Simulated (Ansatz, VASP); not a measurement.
**Yb in VASP and in Ansatz**

File INCAR:

```
PREC     = Accurate       # precision mode
ENCUT    = 520            # plane-wave cutoff, eV
EDIFF    = 1E-6           # SCF threshold, eV
ISMEAR   = -1             # smearing method
SIGMA    = 0.08           # smearing width, eV
LREAL    = False          # projectors in reciprocal space
LASPH    = True           # aspherical terms in the spheres
NELM     = 100            # most SCF steps
ALGO     = Normal         # electronic algorithm
ISIF     = 2              # what is computed and relaxed
LWAVE    = False          # write WAVECAR
LCHARG   = False          # write CHGCAR
GGA      = PE             # functional
NBANDS   = 56             # bands
```

Contents of KPOINTS:

```
regular mesh
0
Gamma
  11 11 3
```

File POSCAR:

```
Yb
1.0
    3.1117368058      0.0000000000      0.0000000000
   -1.5558684029      2.6948431237      0.0000000000
    0.0000000000      0.0000000000     10.1924653572
Yb
4
Direct
    0.0000000000      0.0000000000      0.0000000000
    0.0000000000      0.0000000000      0.5000000000
    0.3333333333      0.6666666667      0.2500000000
    0.6666666667      0.3333333333      0.7500000000
```

Input for Ansatz:

```yaml
crystal:
  lattice:
    - [3.1117368058, 0.0, 0.0]
    - [-1.5558684029, 2.6948431237, 0.0]
    - [0.0, 0.0, 10.1924653572]
  atoms:
    - { symbol: Yb, position: [0.0, 0.0, 0.0] }
    - { symbol: Yb, position: [0.0, 0.0, 0.5] }
    - { symbol: Yb, position: [0.3333333333, 0.6666666667, 0.25] }
    - { symbol: Yb, position: [0.6666666667, 0.3333333333, 0.75] }
kpoints:
  mp_grid: { grid: [11, 11, 3] }
scf:
  occupations: { method: fermi_dirac, width: 0.08 }
hamiltonian:
  xc: pbe
  pseudopotentials: { kind: all_electron, lapw: { basis_error: 0.001 } }
output:
  forces: true
  stress: true
  eigenvalues: true
  populations: true
```

Change from the starting cell: volume scaled by 0.6, LAPW.

Alike in both runs: task single point; functional PBE; k mesh 11 × 11 × 3; occupations fermi-dirac, width 0.08 eV; no spin polarisation.

|  | VASP | Ansatz |
| --- | --- | --- |
| version | VASP 6.6.1 | Ansatz 0.2.0 |
| potentials or method | VASP PAW PBE potentials, release 64 (Yb), cutoff 520 eV | all-electron LAPW, scalar-relativistic |

|  | VASP | Ansatz | Ansatz less VASP |
| --- | --- | --- | --- |
| pressure (GPa) | 22.5 | 23.3 | +0.79 |
| traceless stress, the component that is largest in VASP (GPa) | -0.31 | -0.33 | -0.017 |

Ansatz ran all-electron here, and VASP with PAW potentials.

Neither program's run includes spin-orbit coupling.
